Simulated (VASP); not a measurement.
# LaScCl6 (Fm-3m) in VASP: notebook, part 2 of 2

VASP 6.6.1. Earlier steps stand in the parts before.

## Step 3: Relaxation of cell and atoms, PBE

This run uses another cell than the first one, of 32.09 Å³/atom, 0.869 times its volume.

File INCAR:

```
ALGO = Normal
EDIFF = 1E-6
EDIFFG = -0.04
ENCUT = 600
GGA = PE
IBRION = 2
ISIF = 3
ISMEAR = 0
LASPH = True
LCHARG = False
LREAL = False
LWAVE = False
NELM = 80
NSW = 90
PREC = Accurate
SIGMA = 0.1
```

File KPOINTS:

```
k-points
0
Gamma
  4 4 4
```

File POSCAR:

```
LaScCl6
1.0
    0.0000000000      5.0443473500      5.0443473500
    5.0443473500      0.0000000000      5.0443473500
    5.0443473500      5.0443473500      0.0000000000
La Sc Cl
1 1 6
Direct
    0.0000000000      0.0000000000      0.0000000000
    0.5000000000      0.5000000000      0.5000000000
    0.2442840600      0.7557159400      0.7557159400
    0.7557159400      0.2442840600      0.2442840600
    0.7557159400      0.2442840600      0.7557159400
    0.2442840600      0.7557159400      0.2442840600
    0.7557159400      0.7557159400      0.2442840600
    0.2442840600      0.2442840600      0.7557159400
```

Potentials or basis: VASP PAW PBE potentials, release 64 (La, Sc_sv, Cl).

Command:

```sh
$ cat potpaw_PBE.64/La/POTCAR potpaw_PBE.64/Sc_sv/POTCAR potpaw_PBE.64/Cl/POTCAR > POTCAR
$ mpirun -np 1 vasp_std > vasp.out
```

OUTCAR:

```text
EDIFF = 1E-6
   EDIFFG = -0.04
   ENCUT = 600
   GGA = PE
   IBRION = 2
   ISIF = 3
   ISMEAR = 0
   LASPH = True
   LREAL = False
   NELM = 80
   NSW = 90
   PREC = Accurate

 ion  position               nearest neighbor table
   1  0.000  0.000  0.000-   3 2.46   4 2.46   5 2.46   6 2.46   7 2.46   8 2.46
   2  0.500  0.500  0.500-   3 2.58   4 2.58   5 2.58   6 2.58   7 2.58   8 2.58
   3  0.244  0.756  0.756-   1 2.46   2 2.58
   4  0.756  0.244  0.244-   1 2.46   2 2.58
   5  0.756  0.244  0.756-   1 2.46   2 2.58
   6  0.244  0.756  0.244-   1 2.46   2 2.58
   7  0.756  0.756  0.244-   1 2.46   2 2.58
   8  0.244  0.244  0.756-   1 2.46   2 2.58

  LATTYP: Found a face centered cubic cell.
 ALAT       =    10.0886947000

  Lattice vectors:

 A1 = (   0.0000000000,   5.0443473500,   5.0443473500)
 A2 = (   5.0443473500,   0.0000000000,   5.0443473500)
 A3 = (   5.0443473500,   5.0443473500,   0.0000000000)

Analysis of symmetry for initial positions (statically):
=====================================================================
 Subroutine PRICEL returns:
 Original cell was already a primitive cell.

 Routine SETGRP: Setting up the symmetry group for a
 face centered cubic supercell.

 Subroutine GETGRP returns: Found 48 space group operations
[... 152 lines left out ...]
--------------------------------------- Ionic step        1  -------------------------------------------

 number of electron      64.0000001 magnetization

 Free energy of the ion-electron system (eV)
  ---------------------------------------------------
  ext. energy  EPLUGINS =         0.00000000
  ---------------------------------------------------
  free energy    TOTEN  =       -36.65256837 eV

  energy without entropy =      -36.65256837  energy(sigma->0) =      -36.65256837

------------------------ aborting loop because EDIFF is reached ----------------------------------------

  FORCE on cell =-STRESS in cart. coord.  units (eV):
  Direction    XX          YY          ZZ          XY          YZ          ZX
  --------------------------------------------------------------------------------------
  -------------------------------------------------------------------------------------
  Total       15.0634392     15.0634392     15.0634392     -0.0000000     -0.0000000      0.0000000
  in kB       94.0134028     94.0134028     94.0134028     -0.0000000     -0.0000000      0.0000000
  external PRESSURE =      94.0134028 kB  Pullay stress =       0.0000000 kB
[... 239 lines left out ...]
--------------------------------------- Ionic step        7  -------------------------------------------

 number of electron      63.9999998 magnetization

 Free energy of the ion-electron system (eV)
  ---------------------------------------------------
  ext. energy  EPLUGINS =         0.00000000
  ---------------------------------------------------
  free energy    TOTEN  =       -39.59563846 eV

  energy without entropy =      -39.59563846  energy(sigma->0) =      -39.59563846

 E-fermi :  -1.0168     XC(G=0):  -6.8739

 val. band max:       -1.5311692913   @ k =   0.0000   0.0000   0.0000
 cond. band min:       1.8111472821   @ k =   0.0000   0.0000   0.0000
 fundamental gap:      3.3423165734
 Fermi energy:        -1.0167591416

 k-point     1 :       0.0000    0.0000    0.0000
  band No.  band energies     occupation
      1     -50.1796      2.00000
      2     -32.3889      2.00000
      3     -28.7696      2.00000
      4     -28.7696      2.00000
      5     -28.7696      2.00000
      6     -16.5045      2.00000
[... 352 lines left out ...]
  FREE ENERGIE OF THE ION-ELECTRON SYSTEM (eV)
  ---------------------------------------------------
  free  energy   TOTEN  =       -39.5956384629 eV

  energy  without entropy=      -39.5956384629  energy(sigma->0) =      -39.59563846

 reached required accuracy - stopping structural energy minimisation
```

CONTCAR:

```text
LaScCl6
   1.00000000000000
     0.0000000000000000    5.2827038550885623    5.2827038550885623
     5.2827038550885623   -0.0000000000000000    5.2827038550885623
     5.2827038550885623    5.2827038550885623   -0.0000000000000000
  La              Sc              Cl
     1     1     6
Direct
     0.0000000000000000    0.0000000000000000    0.0000000000000000
     0.5000000000000000    0.5000000000000000    0.5000000000000000
     0.2633950229410770    0.7366049770589230    0.7366049770589230
     0.7366049770589230    0.2633950229410770    0.2633950229410770
     0.7366049770589230    0.2633950229410770    0.7366049770589230
     0.2633950229410770    0.7366049770589230    0.2633950229410770
     0.7366049770589230    0.7366049770589230    0.2633950229410770
     0.2633950229410770    0.2633950229410770    0.7366049770589230

  0.00000000E+00  0.00000000E+00  0.00000000E+00
  0.00000000E+00  0.00000000E+00  0.00000000E+00
  0.00000000E+00  0.00000000E+00  0.00000000E+00
  0.00000000E+00  0.00000000E+00  0.00000000E+00
  0.00000000E+00  0.00000000E+00  0.00000000E+00
  0.00000000E+00  0.00000000E+00  0.00000000E+00
  0.00000000E+00  0.00000000E+00  0.00000000E+00
  0.00000000E+00  0.00000000E+00  0.00000000E+00
```

Run time: 17 min. Hardware: 1 thread of Intel Xeon 6975P-C, shared host; peak memory 0.6 GiB.

Results:

```
Free energy                            : -39.5956 eV
Relaxed volume                         : 36.86 Å³/atom
Relaxed cell                           : a = 7.471 Å, b = 7.471 Å, c = 7.471 Å, α = 60.00°, β = 60.00°, γ = 60.00°
Space group after relaxing (to 0.05 Å) : Fm-3m (No. 225)
Energy gained by relaxing              : 367.9 meV/atom
Ionic steps                            : 7
Pressure after relaxing                : 0.0 GPa
Largest force after relaxing           : 0.006 eV/Å
Band gap on the k mesh                 : 3.34 eV, direct
```

Forces in eV/Å, atoms in the order of the input:
```
La   0.000  0.000  0.000
Sc   0.000  0.000  0.000
Cl  -0.006  0.000  0.000
Cl   0.006  0.000  0.000
Cl   0.000 -0.006  0.000
Cl   0.000  0.006  0.000
Cl   0.000  0.000 -0.006
Cl   0.000  0.000  0.006
```

The path:
| step | energy change (eV) | largest force (eV/Å) | pressure (GPa) | volume (Å³) |
| --- | --- | --- | --- | --- |
| 1 | 0.0000 | 4.0000 | 9.40 | 256.71 |
| 2 | -2.5049 | 0.0855 | -3.31 | 333.22 |
| 3 | -2.7538 | 0.6506 | -1.57 | 310.32 |
| 4 | -2.7535 | 0.6872 | -1.46 | 309.18 |
| 5 | -2.9264 | 0.2649 | -0.22 | 296.83 |
| 6 | -2.9388 | 0.0955 | 0.28 | 292.76 |
| 7 | -2.9431 | 0.0059 | 0.05 | 294.85 |

Final structure:
```
CELL_PARAMETERS angstrom
0.00000 5.28270 5.28270
5.28270 0.00000 5.28270
5.28270 5.28270 0.00000
ATOMIC_POSITIONS crystal
La 0.00000 0.00000 0.00000
Sc 0.50000 0.50000 0.50000
Cl 0.26339 0.73660 0.73660
Cl 0.73660 0.26339 0.26339
Cl 0.73660 0.26339 0.73660
Cl 0.26339 0.73660 0.26339
Cl 0.73660 0.73660 0.26339
Cl 0.26339 0.26339 0.73660
```

Caveat: spin-orbit coupling is left out, which moves the levels of the heavy elements.
